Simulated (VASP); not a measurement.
Input of a VASP 6.6.1 run:

INCAR

```
PREC = Accurate
ENCUT = 520
EDIFF = 1E-6
ISMEAR = 0
SIGMA = 0.1
LREAL = F
LASPH = T
NELM = 60
ALGO = Normal
ISIF = 2
LWAVE = F
LCHARG = T
GGA = PE
LELF = T
LVHAR = T
NBANDS = 13
```

Contents of KPOINTS:

```
Automatic mesh
0
Gamma
  6 6 6
```

POSCAR

```
TeO
1.0
    0.0000000000      2.3542186798      3.8653696440
    2.3152647078      0.0000000000      3.8653696440
    2.3152647078      2.3542186798      0.0000000000
Te O
1 1
Direct
    0.0000000000      0.0000000000      0.0000000000
    0.5000000000      0.5000000000      0.5000000000
```

Potentials or basis: VASP PAW PBE potentials, release 64 (Te, O).

Command:

```console
$ cat potpaw_PBE.64/Te/POTCAR potpaw_PBE.64/O/POTCAR > POTCAR
$ mpirun -np 1 vasp_std > vasp.out
```

Predict the pressure.

-0.3 GPa.

What does it give for the band gap on the k mesh?

Zero (band 6 reaches 5.97 eV, above the bottom of band 7 at 3.98 eV).

Stress tensor (GPa, compression positive):
```
-0.64  0.00  0.00
 0.00 -0.47  0.00
 0.00  0.00  0.20
```

Caveat: spin-orbit coupling is left out, which moves the levels of the heavy elements.
